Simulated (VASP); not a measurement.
The system is MgO2.

```xyz
3
Lattice="1.6048 0.9265 3.4940 -1.6048 0.9265 3.4940 0.0000 -1.8530 3.4940" Properties=species:S:1:pos:R:3 pbc="T T T"
Mg    0.0000    0.0000    0.0000
O     0.0000    0.0000    4.4945
O     0.0000    0.0000    5.9874
```

```yaml
Program: VASP 6.6.1
Task: relaxation of cell and atoms
Functional: r2SCAN
Potentials_or_basis: VASP PAW PBE potentials, release 64 (Mg_sv, O)
Cutoff: 660 eV
k_mesh: 6 × 6 × 6
Occupations: gaussian, width 0.1 eV
Spin: no spin polarisation
```

At the start: pressure -5.4 GPa; volume 10.39 Å³/atom.

Where does the relaxation end?

Over 7 steps the energy falls by 7.4 meV/atom and the volume is 9.95 Å³/atom (-4.2 %); space group R-3m (No. 166, to 0.1 Å) before and after.

The path:
| step | energy change (eV) | largest force (eV/Å) | pressure (GPa) | volume (Å³) |
| --- | --- | --- | --- | --- |
| 1 | 0.0000 | 0.0275 | -5.37 | 31.17 |
| 2 | -0.0176 | 0.3338 | 1.80 | 29.63 |
| 3 | -0.0200 | 0.2374 | -0.16 | 30.01 |
| 4 | -0.0159 | 0.5590 | 0.28 | 29.67 |
| 5 | -0.0219 | 0.0570 | -0.05 | 29.89 |
| 6 | -0.0219 | 0.0647 | -0.04 | 29.89 |
| 7 | -0.0223 | 0.0271 | 0.02 | 29.85 |

Final structure:
```yaml
crystal:
  lattice:
    - [1.57832, 0.91124, 3.45963]
    - [-1.57832, 0.91124, 3.45963]
    - [0.00000, -1.82248, 3.45963]
  atoms:
    - { symbol: Mg, position: [0.00000, 0.00000, 0.00000] }
    - { symbol: O, position: [0.42869, 0.42869, 0.42869] }
    - { symbol: O, position: [0.57131, 0.57131, 0.57131] }
```

Caveat: the PAW data sets were made with another functional, which shifts forces and pressure a little.
